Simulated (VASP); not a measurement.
# SiO2 (P4_2/mnm) in VASP: a series of runs

The runs below take SiO2 through single point, with PBE.

All numbers are computed with VASP 6.6.1; they aren't measurements. Logs are shortened: lines on timing, memory, paths and dates and some standing lists are left out, and cuts for length are marked.

### 1 The cell of the first run

The structure is tetragonal, space group P4_2/mnm (No. 136). Conventional cell: a = 4.299 Å, b = 4.299 Å, c = 2.528 Å, α = 90.00°, β = 90.00°, γ = 90.00°. Within 2.3 Å of Si (site symmetry mmm) lie 6 O at 1.72 to 1.87 Å. Within 2.4 Å of O (site symmetry m2m) lie 3 Si at 1.72 to 1.87 Å and 1 O at 2.35 Å.

### 2 Single point, PBE

INCAR

```
SYSTEM = SiO2
ALGO = Normal
EDIFF = 1E-7
ENCUT = 520
GGA = PE
ISIF = 2
ISMEAR = 0
LASPH = .TRUE.
LCHARG = .FALSE.
LREAL = .FALSE.
LWAVE = .FALSE.
NBANDS = 25
NELM = 60
PREC = Accurate
SIGMA = 0.05
```

KPOINTS

```
k-points
0
G
  6 6 8
  0 0 0
```

POSCAR

```
SiO2
1.0
    4.2994000000      0.0000000000      0.0000000000
    0.0000000000      4.2994000000      0.0000000000
    0.0000000000      0.0000000000      2.5284000000
Si O
2 4
Direct
    0.5000000000      0.5000000000      0.5000000000
    0.0000000000      0.0000000000      0.0000000000
    0.6930127928      0.6930127928      0.0000000000
    0.1930127928      0.8069872072      0.5000000000
    0.3069872072      0.3069872072      0.0000000000
    0.8069872072      0.1930127928      0.5000000000
```

Potentials or basis: VASP PAW PBE potentials, release 64 (Si, O).

Run with:

```sh
$ cat potpaw_PBE.64/Si/POTCAR potpaw_PBE.64/O/POTCAR > POTCAR
$ mpirun -np 1 vasp_std > vasp.out
```

OUTCAR:

```text
SYSTEM = SiO2
   EDIFF = 1E-7
   ENCUT = 520
   GGA = PE
   ISIF = 2
   ISMEAR = 0
   LASPH = .TRUE.
   LREAL = .FALSE.
   NELM = 60
   PREC = Accurate

 ion  position               nearest neighbor table
   1  0.500  0.500  0.500-   3 1.72   5 1.72   3 1.72   5 1.72   4 1.87   6 1.87
   2  0.000  0.000  0.000-   4 1.72   6 1.72   4 1.72   6 1.72   5 1.87   3 1.87
   3  0.693  0.693  0.000-   1 1.72   1 1.72   2 1.87
   4  0.193  0.807  0.500-   2 1.72   2 1.72   1 1.87
   5  0.307  0.307  0.000-   1 1.72   1 1.72   2 1.87
   6  0.807  0.193  0.500-   2 1.72   2 1.72   1 1.87

  LATTYP: Found a simple tetragonal cell.
 ALAT       =     4.2994000000
 C/A-ratio  =     0.5880820580

  Lattice vectors:

 A1 = (   4.2994000000,   0.0000000000,   0.0000000000)
 A2 = (   0.0000000000,   4.2994000000,   0.0000000000)
 A3 = (   0.0000000000,   0.0000000000,   2.5284000000)

Analysis of symmetry for initial positions (statically):
=====================================================================
 Subroutine PRICEL returns:
 Original cell was already a primitive cell.

 Routine SETGRP: Setting up the symmetry group for a
 simple tetragonal supercell.

 Subroutine GETGRP returns: Found 16 space group operations
 (whereof  8 operations were pure point group operations)
 out of a pool of 16 trial point group operations.

The static configuration has the point symmetry D_2h.
 The point group associated with its full space group is D_4h.

Analysis of symmetry for dynamics (positions and initial velocities):
=====================================================================
 Subroutine PRICEL returns:
 Original cell was already a primitive cell.

 Routine SETGRP: Setting up the symmetry group for a
 simple tetragonal supercell.

 Subroutine GETGRP returns: Found 16 space group operations
 (whereof  8 operations were pure point group operations)
 out of a pool of 16 trial point group operations.

The dynamic configuration has the point symmetry D_2h.
 The point group associated with its full space group is D_4h.

 Subroutine INISYM returns: Found 16 space group operations
 (whereof  8 operations are pure point group operations),
 and found     1 'primitive' translations

----------------------------------------------------------------------------------------
[... 101 lines left out ...]
   EDIFF  = 0.1E-06   stopping-criterion for ELM
   LREAL  =      F    real-space projection
   EDIFFG = 0.1E-05   stopping-criterion for IOM
   NSW    =      0    number of steps for IOM
   IBRION =     -1    ionic relax: 0-MD 1-quasi-New 2-CG
   NFREE  =      0    steps in history (QN), initial steepest desc. (CG)
   ISIF   =      2    stress and relaxation
   ISYM   =      2    0-nonsym 1-usesym 2-fastsym
   POTIM  = 0.5000    time-step for ionic-motion
   TEBEG  =    0.0;   TEEND  =   0.0 temperature during run
   PSTRESS=    0.0 pullay stress
   NELECT =      32.0000    total number of electrons
   NUPDOWN=      -1.0000    fix difference up-down
   EMIN   =  10.00;   EMAX   =-10.00  energy-range for DOS
   EFERMI =   0.00;   METHOD = LEGACY
   ISMEAR =     0;   SIGMA  =   0.05  broadening in eV -4-tet -1-fermi 0-gaus
   EFERMI_NEDOS =   21; number of points for ismear=-14 and -15
   IALGO  =     38    algorithm
   IMIX   =      4    mixing-type and parameters
     AMIX     =   0.40;   BMIX     =  1.00
     AMIX_MAG =   1.60;   BMIX_MAG =  1.00
  volume/ion in A,a.u.               =       7.79        52.57
  Fermi-wavevector in a.u.,A,eV,Ry     =   1.442905  2.726695 28.326977  2.081974
  Thomas-Fermi vector in A             =   2.561372
   LORBIT       =      0    0 simple, 1 ext, 2 COOP (PROOUT), +10 PAW based schemes
   GGA     = PE    functional components
   LHFCALC =     F    Hartree Fock is set to
   AEXX    =    0.0000 exact exchange contribution
   IVDW    =     0    specifies the selected vdW correction
   LEPSILON=     F    determine dielectric tensor
   LRPA    =     F    only Hartree local field effects (RPA)
 non-spin polarized calculation
 Gauss-broadening in eV      SIGMA  =   0.05
  energy-cutoff  :      520.00
  volume of cell :       46.74
 maximum number of plane-waves:      1280
 NGX is ok and might be reduce to    32

 number of electron      32.0000032 magnetization

 Free energy of the ion-electron system (eV)
  ---------------------------------------------------
  ext. energy  EPLUGINS =         0.00000000
  ---------------------------------------------------
  free energy    TOTEN  =       -45.92051403 eV

  energy without entropy =      -45.92051403  energy(sigma->0) =      -45.92051403

 E-fermi :   8.2728     XC(G=0): -12.2130

 val. band max:        7.9769571933   @ k =   0.0000   0.0000   0.0000
 cond. band min:      13.7817847161   @ k =   0.0000   0.0000   0.0000
 fundamental gap:      5.8048275228
 Fermi energy:         8.2728263436

 k-point     1 :       0.0000    0.0000    0.0000
  band No.  band energies     occupation
      1     -14.5527      2.00000
      2     -11.0992      2.00000
      3     -11.0992      2.00000
      4     -11.0870      2.00000
      5      -2.7456      2.00000
      6       1.2889      2.00000
[... 661 lines left out ...]
     24      21.8584      0.00000
     25      22.2330      0.00000

 [... further k-points ...]

------------------------ aborting loop because EDIFF is reached ----------------------------------------

  FORCE on cell =-STRESS in cart. coord.  units (eV):
  Direction    XX          YY          ZZ          XY          YZ          ZX
  --------------------------------------------------------------------------------------
  -------------------------------------------------------------------------------------
  Total        0.4212434      0.4212434     13.2158266     -0.0000000      0.0000000      0.0000000
  in kB       14.4405001     14.4405001    453.0471760     -0.0000000      0.0000000      0.0000000
  external PRESSURE =     160.6427254 kB  Pullay stress =       0.0000000 kB

 VOLUME and BASIS-vectors are now :
 -----------------------------------------------------------------------------
  energy-cutoff  :      520.00
  volume of cell :       46.74
      direct lattice vectors                 reciprocal lattice vectors
     4.299400000  0.000000000  0.000000000     0.232590594  0.000000000  0.000000000
     0.000000000  4.299400000  0.000000000     0.000000000  0.232590594  0.000000000
     0.000000000  0.000000000  2.528400000     0.000000000  0.000000000  0.395507040

 POSITION                                       TOTAL-FORCE (eV/Angst)
 -----------------------------------------------------------------------------------
      2.14970      2.14970      1.26420        -0.000000      0.000000      0.000000
      0.00000      0.00000      0.00000        -0.000000      0.000000      0.000000
      2.97954      2.97954      0.00000        -0.146087     -0.146087      0.000000
      0.82984      3.46956      1.26420        -0.146087      0.146087      0.000000
      1.31986      1.31986      0.00000         0.146087      0.146087     -0.000000
      3.46956      0.82984      1.26420         0.146087     -0.146087      0.000000
 -----------------------------------------------------------------------------------
    total drift:                                0.000000      0.000000     -0.000000

  FREE ENERGIE OF THE ION-ELECTRON SYSTEM (eV)
  ---------------------------------------------------
  free  energy   TOTEN  =       -45.9205140288 eV

  energy  without entropy=      -45.9205140288  energy(sigma->0) =      -45.92051403
```

Wall time 62 s (1 thread of Intel Xeon 8259CL, shared host); peak memory 0.18 GiB.

Results:

```yaml
Free_energy: -45.9205 eV
Pressure: 16.1 GPa
Largest_force: 0.207 eV/Å
Band_gap_on_the_k_mesh: 5.80 eV
```

Forces in eV/Å, atoms in the order of the input:
```
Si   0.000  0.000  0.000
Si   0.000  0.000  0.000
O   -0.146 -0.146  0.000
O   -0.146  0.146  0.000
O    0.146  0.146  0.000
O    0.146 -0.146  0.000
```

Levels at points of the mesh, in eV from the valence-band top:
```tsv
k point	band 14	band 15	band 16	band 17	band 18	band 19
(0.00, 0.00, 0.00)	-0.91	-0.91	0.00	5.80	8.12	9.61
(0.50, 0.00, 0.00)	-2.20	-1.14	-1.14	8.29	8.29	10.19
(0.50, 0.50, 0.00)	-2.44	-2.39	-2.39	8.12	8.12	10.96
(0.00, 0.00, 0.50)	-2.69	-2.60	-2.60	8.98	8.98	11.99
(0.50, 0.00, 0.50)	-2.33	-1.66	-1.66	8.69	8.69	9.22
(0.50, 0.50, 0.50)	-1.88	-1.47	-1.47	7.02	7.02	10.74
```

Caveat: the cell stands under pressure. A k mesh can miss the band edges.

### 3 Single point, PBE

This run uses another cell than the first one, of the same volume but with other edges.

INCAR

```
SYSTEM = SiO2
  PREC = Accurate
  ENCUT = 520
  EDIFF = 1E-7
  ISMEAR = 0
  SIGMA = 0.05
  LREAL = .False.
  LASPH = .True.
  NELM = 100
  ALGO = Normal
  ISIF = 2
  LWAVE = .False.
  LCHARG = .False.
  GGA = PE
  NBANDS = 25
```

KPOINTS

```
regular mesh
0
Gamma
  6 6 8
  0 0 0
```

Changes to POSCAR since step 2:

```diff
@@ -2,5 +2,5 @@
 1.0
-    4.2994000000      0.0000000000      0.0000000000
-    0.0000000000      4.2994000000      0.0000000000
-    0.0000000000      0.0000000000      2.5284000000
+    4.1088000000      0.0000000000      0.0000000000
+    0.0000000000      4.1088000000      0.0000000000
+    0.0000000000      0.0000000000      2.7705000000
 Si O
```

Potentials or basis: VASP PAW PBE potentials, release 64 (Si, O).

Run with:

```sh
$ cat potpaw_PBE.64/Si/POTCAR potpaw_PBE.64/O/POTCAR > POTCAR
$ mpirun -np 1 vasp_std > vasp.out
```

It took 69 s on 1 thread of Intel Xeon 8259CL, shared host; peak memory 0.18 GiB.

Results (log left out):

```yaml
Free_energy: -46.1436 eV
Pressure: 7.9 GPa
Largest_force: 0.573 eV/Å
Band_gap_on_the_k_mesh: 5.32 eV
```

Forces on the atoms (eV/Å):
```
Si   0.000  0.000  0.000
Si   0.000  0.000  0.000
O    0.405  0.405  0.000
O    0.405 -0.405  0.000
O   -0.405 -0.405  0.000
O   -0.405  0.405  0.000
```

Stress tensor (GPa, compression positive):
```
15.71  0.00  0.00
 0.00 15.71  0.00
 0.00  0.00 -7.76
```

Levels at points of the mesh, in eV from the valence-band top:
| k point | band 12 | band 13 | band 14 | band 15 | band 16 | band 17 | band 18 | band 19 | band 20 | band 21 |
| --- | --- | --- | --- | --- | --- | --- | --- | --- | --- | --- |
| (0.00, 0.00, 0.00) | -3.35 | -2.73 | -0.79 | -0.79 | 0.00 | 5.32 | 5.89 | 7.76 | 7.76 | 10.89 |
| (0.50, 0.00, 0.00) | -3.78 | -2.86 | -2.86 | -1.01 | -1.01 | 7.22 | 7.22 | 8.40 | 8.40 | 11.64 |
| (0.50, 0.50, 0.00) | -3.52 | -2.75 | -2.75 | -2.05 | -2.05 | 6.87 | 6.87 | 9.47 | 9.47 | 13.81 |
| (0.00, 0.00, 0.50) | -4.42 | -3.17 | -3.17 | -2.61 | -2.61 | 9.18 | 9.18 | 12.46 | 12.46 | 13.17 |
| (0.50, 0.00, 0.50) | -3.90 | -2.12 | -2.12 | -1.69 | -1.69 | 8.93 | 8.93 | 10.32 | 10.32 | 12.30 |
| (0.50, 0.50, 0.50) | -4.25 | -1.61 | -1.61 | -1.47 | -1.47 | 7.38 | 7.38 | 11.16 | 11.16 | 11.90 |

Caveat: the cell stands under pressure.

### 4 Single point, PBE

This run uses another cell than the first one, of the same volume but with other edges.

INCAR

```
SYSTEM = SiO2
ALGO = Normal ; EDIFF = 1E-6
ENCUT = 520 ; GGA = PE
ISIF = 2 ; ISMEAR = 0
LASPH = .TRUE. ; LCHARG = .TRUE.
LELF = .TRUE. ; LREAL = .FALSE.
LVHAR = .TRUE. ; LWAVE = .FALSE.
NBANDS = 25 ; NELM = 100
PREC = Accurate ; SIGMA = 0.05
```

KPOINTS

```
k-points
0
G
  6 6 8
  0 0 0
```

Changes to POSCAR since step 3:

```diff
@@ -2,5 +2,5 @@
 1.0
-    4.1088000000      0.0000000000      0.0000000000
-    0.0000000000      4.1088000000      0.0000000000
-    0.0000000000      0.0000000000      2.7705000000
+    4.2358788249      0.0000000000      0.0000000000
+    0.0000000000      4.2358788249      0.0000000000
+    0.0000000000      0.0000000000      2.6091000000
 Si O
```

Run with:

```sh
$ cat potpaw_PBE.64/Si/POTCAR potpaw_PBE.64/O/POTCAR > POTCAR
$ mpirun -np 1 vasp_std > vasp.out
```

Run time: 64 s. Hardware: 1 thread of Intel Xeon 8259CL, shared host; peak memory 0.18 GiB.

Results (log left out):

```yaml
Free_energy: -46.2053 eV
Pressure: 11.9 GPa
Largest_force: 0.063 eV/Å
Band_gap_on_the_k_mesh: 5.68 eV
```

Forces on the atoms (eV/Å):
```
Si   0.000  0.000  0.000
Si   0.000  0.000  0.000
O    0.045  0.045  0.000
O    0.045 -0.045  0.000
O   -0.045 -0.045  0.000
O   -0.045  0.045  0.000
```

Stress tensor (GPa, compression positive):
```
 5.75  0.00  0.00
 0.00  5.75  0.00
 0.00  0.00 24.06
```

Levels at points of the mesh, in eV from the valence-band top:
| k point | band 13 | band 14 | band 15 | band 16 | band 17 | band 18 | band 19 | band 20 |
| --- | --- | --- | --- | --- | --- | --- | --- | --- |
| (0.00, 0.00, 0.00) | -2.37 | -0.89 | -0.89 | 0.00 | 5.68 | 7.25 | 8.99 | 8.99 |
| (0.50, 0.00, 0.00) | -2.52 | -2.52 | -1.10 | -1.10 | 7.98 | 7.98 | 9.55 | 9.55 |
| (0.50, 0.50, 0.00) | -2.51 | -2.51 | -2.35 | -2.35 | 7.68 | 7.68 | 10.43 | 10.43 |
| (0.00, 0.00, 0.50) | -2.90 | -2.90 | -2.66 | -2.66 | 9.00 | 9.00 | 12.30 | 12.30 |
| (0.50, 0.00, 0.50) | -2.32 | -2.32 | -1.73 | -1.73 | 8.72 | 8.72 | 9.53 | 9.53 |
| (0.50, 0.50, 0.50) | -1.84 | -1.84 | -1.52 | -1.52 | 7.10 | 7.10 | 10.83 | 10.83 |

Caveat: the cell stands under pressure.

(Part 1 of 2 ends here.)
